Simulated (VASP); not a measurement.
Input of a VASP 6.6.1 run:

The input POSCAR:

```
GaP
1.0
    0.0000000000      2.7254102088      2.7254102088
    2.7254102088      0.0000000000      2.7254102088
    2.7254102088      2.7254102088      0.0000000000
Ga P
1 1
Direct
    0.0000000000      0.0000000000      0.0000000000
    0.2500000000      0.2500000000      0.2500000000
```

INCAR.step1

```
  ALGO = Normal
  EDIFF = 1E-5
  ENCUT = 520
  GGA = PE
  ISIF = 2
  ISMEAR = 0
  LASPH = T
  LREAL = F
  LWAVE = T
  NBANDS = 16
  NELM = 100
  PREC = Accurate
  SIGMA = 0.01
```

The input INCAR.step2:

```
  AEXX = 0.35
  ALGO = Normal
  EDIFF = 1E-6
  ENCUT = 520
  GGA = PE
  ISIF = 2
  ISMEAR = 0
  ISTART = 1
  LASPH = T
  LCHARG = T
  LELF = T
  LHFCALC = T
  LREAL = F
  LVHAR = T
  LWAVE = F
  NBANDS = 16
  NELM = 100
  PREC = Accurate
  PRECFOCK = Normal
  SIGMA = 0.01
```

The input KPOINTS:

```
k-points
0
Gamma
  4 4 4
```

Potentials or basis: VASP PAW PBE potentials, release 64 (Ga_d, P).

Launch:

```sh
$ cat potpaw_PBE.64/Ga_d/POTCAR potpaw_PBE.64/P/POTCAR > POTCAR
$ cp INCAR.step1 INCAR
$ mpirun -np 1 vasp_std > vasp.out
$ cp INCAR.step2 INCAR
$ mpirun -np 1 vasp_std > vasp.out
```

(1) What does it give for the band gap on the k mesh?

(2) Predict the pressure.

Results:

(1) 3.62 eV, indirect (least direct gap 4.31 eV).

(2) -0.2 GPa.

Caveat: the k points lie up to 0.50 Å⁻¹ apart; the PAW data sets were made with another functional, which shifts forces and pressure a little.
